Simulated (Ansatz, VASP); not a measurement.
## Two plane-wave programs on BaTe

Contents of INCAR:

```
PREC = Accurate
ENCUT = 520
EDIFF = 1E-6
ISMEAR = 0
SIGMA = 0.05
LREAL = False
LASPH = True
NELM = 80
ALGO = Normal
ISIF = 2
LWAVE = False
LCHARG = False
NBANDS = 15
```

File KPOINTS:

```
Automatic mesh
0
Gamma
  8 8 8
```

The input POSCAR:

```
BaTe
1.0
    4.1166807260      0.0000000000      0.0000000000
    0.0000000000      4.1166807260      0.0000000000
    0.0000000000      0.0000000000      4.0137637078
Ba Te
1 1
Direct
    0.0000000000      0.0000000000      0.0000000000
    0.5000000000      0.5000000000      0.5000000000
```

Input for Ansatz:

```yaml
crystal:
  lattice:
    - [4.116680726, 0.0, 0.0]
    - [0.0, 4.116680726, 0.0]
    - [0.0, 0.0, 4.0137637078]
  atoms:
    - { symbol: Ba, position: [0.0, 0.0, 0.0] }
    - { symbol: Te, position: [0.5, 0.5, 0.5] }
basis:
  ecutwfc: 420
kpoints:
  mp_grid: { grid: [8, 8, 8] }
hamiltonian:
  xc: lda
scf:
  occupations: { method: gaussian, width: 0.05 }
output:
  forces: true
  stress: true
  eigenvalues: true
```

Change from the starting cell: strain -0.0250 x Voigt [0, 0, 1, 0, 0, 0], atoms carried along.

Alike in both runs: task single point; functional LDA; k mesh 8 × 8 × 8; occupations gaussian, width 0.05 eV; no spin polarisation.

```csv
,VASP,Ansatz
version,VASP 6.6.1,Ansatz 0.2.0
potentials or method,"VASP PAW LDA potentials, release 64 (Ba_sv, Te), cutoff 520 eV","scalar-relativistic, plane waves, PAW"
valence electrons in the cell,16,26
```

|  | VASP | Ansatz | Ansatz less VASP |
| --- | --- | --- | --- |
| gap on the k mesh at the Fermi level (eV) | 0.15 | 0.30 | +0.145 |
| least direct gap on the mesh (eV) | 0.49 | 0.61 | +0.113 |
| pressure (GPa) | 1.8 | 1.0 | -0.83 |
| traceless stress, the component that is largest in VASP (GPa) | 1.35 | 1.35 | -0.004 |

LDA's correlation is that of Perdew and Zunger in VASP and of Perdew and Wang (1992) in Ansatz. VASP's potentials hold 16 valence electrons a cell and Ansatz's 26, so a difference there can come from the potentials and not from the codes.

Neither program's run includes spin-orbit coupling.
